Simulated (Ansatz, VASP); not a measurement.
Two plane-wave programs on GaAs

Contents of POSCAR:

```
GaAs
1.0
    0.0000000000      2.8350000000      2.8350000000
    2.8350000000      0.0000000000      2.8350000000
    2.8350000000      2.8350000000      0.0000000000
Ga As
1 1
Direct
    0.0000000000      0.0000000000      0.0000000000
    0.2500000000      0.2500000000      0.2500000000
```

The input INCAR.step1:

```
  PREC = Accurate
  ENCUT = 550
  ISMEAR = 0
  SIGMA = 0.02
  LREAL = F
  LASPH = T
  NELM = 120
  GGA = PE
  ALGO = Normal
  EDIFF = 1E-5
  LWAVE = T
  LCHARG = F
  GGA_COMPAT = F
  IBRION = 2
  ISIF = 3
  EDIFFG = -0.005
  NELMIN = 4
  NSW = 100
```

File INCAR.step2:

```
  PREC = Accurate
  ENCUT = 550
  EDIFF = 1E-7
  ISMEAR = 0
  SIGMA = 0.02
  LREAL = F
  LASPH = T
  NELM = 120
  ALGO = Normal
  ISIF = 3
  LWAVE = F
  LCHARG = F
  METAGGA = R2SCAN
  LMIXTAU = T
  IBRION = 2
  NSW = 100
  EDIFFG = -0.002
  ISTART = 1
  GGA_COMPAT = F
  NELMIN = 4
```

The input KPOINTS:

```
regular mesh
0
Gamma
  8 8 8
```

Input for Ansatz:

```yaml
crystal:
  lattice:
    - [0.0, 2.835, 2.835]
    - [2.835, 0.0, 2.835]
    - [2.835, 2.835, 0.0]
  atoms:
    - { symbol: Ga, position: [0.0, 0.0, 0.0] }
    - { symbol: As, position: [0.25, 0.25, 0.25] }
basis:
  ecutwfc: 500
kpoints:
  mp_grid: { grid: [8, 8, 8] }
hamiltonian:
  xc: r2scan
  pseudopotentials: { kind: paw, azcp: { folder: soft_1 } }
scf:
  occupations: { method: gaussian, width: 0.02 }
output:
  forces: true
  stress: true
  eigenvalues: true
relax:
  adjacent_minimum: "off"
  f_tol: 0.002
  max_steps: 80
  cell: { stress_tol: 0.02 }
```

Alike in both runs: task relaxation of cell and atoms; functional r2SCAN; k mesh 8 × 8 × 8; occupations gaussian, width 0.02 eV; no spin polarisation.

|  | VASP | Ansatz |
| --- | --- | --- |
| version | VASP 6.6.1 | Ansatz 0.2.0 |
| potentials or method | VASP PAW PBE potentials, release 64 (Ga_d, As), cutoff 550 eV | scalar-relativistic, plane waves, PAW |
| valence electrons in the cell | 18 | 28 |

VASP gave:

```
gap on the k mesh at the Fermi level, each at its own relaxed structure (eV) : 0.93
relaxed volume (Å³/atom)                                                     : 22.77
relaxed length of the cell vector where the two differ most in proportion (Å)              : 4.008
```

Q: What did Ansatz give for the same quantities?

A: gap on the k mesh at the Fermi level, each at its own relaxed structure (eV): 0.97; relaxed volume (Å³/atom): 22.73; relaxed length of the cell vector where the two differ most in proportion (Å): 4.006.

VASP's potentials were made for PBE, not for r2SCAN. VASP's potentials hold 18 valence electrons a cell and Ansatz's 28, so a difference there can come from the potentials and not from the codes.
